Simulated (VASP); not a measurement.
**BP: vibrations by perturbation theory with PBEsol**

Crystal: BP.

```xyz
4
Lattice="3.2006 0.0000 0.0000 -1.6003 2.7718 0.0000 0.0000 0.0000 8.5444" Properties=species:S:1:pos:R:3 pbc="T T T"
B     0.0000    1.8479    2.1361
B     1.6003    0.9239    6.4083
P     1.6003    0.9239    2.1361
P     0.0000    1.8479    6.4083
```

```
Program                : VASP 6.6.1
Task                   : vibrations by perturbation theory
Functional             : PBEsol
Potentials or basis    : VASP PAW PBE potentials, release 64 (B, P)
Cutoff                 : 520 eV
k mesh                 : 9 × 9 × 4
Occupations            : gaussian, width 0.01 eV
Spin                   : no spin polarisation
Dipole correction      : no
Further INCAR settings : ALGO = Normal; EDIFF = 1e-08; IBRION = 8; NSW = 1
```

```json
{"Electronic dielectric tensor (diagonal)": "16.93, 16.93, 3.69", "Born charges (mean of the diagonal)": "B +1.22; P -1.22 e", "Highest phonon frequency at Γ, LO-TO splitting left out": "969 cm⁻¹"}
```

Phonon frequencies in cm⁻¹ (negative: imaginary):
```
              q point                               frequencies
(0.000, 0.000, 0.000)  -17 -17 0 0 0 37 287 295 965 965 969 969
```

Electronic dielectric tensor:
```
16.93  0.00  0.00
 0.00 16.93  0.00
 0.00  0.00  3.69
```

Born effective charge tensors (e):
atom 1, B
```
1.81 0.00 0.00
0.00 1.81 0.00
0.00 0.00 0.05
```
atom 2, B
```
1.81 0.00 0.00
0.00 1.81 0.00
0.00 0.00 0.05
```
atom 3, P
```
-1.81  0.00  0.00
 0.00 -1.81  0.00
 0.00  0.00 -0.05
```
atom 4, P
```
-1.81  0.00  0.00
 0.00 -1.81  0.00
 0.00  0.00 -0.05
```

Wall time 5.3 min on 1 thread of Intel(R) Xeon(R) 6975P-C (Granite Rapids), with other jobs on the host, peak memory 0.41 GiB.

Caveat: some modes are imaginary.
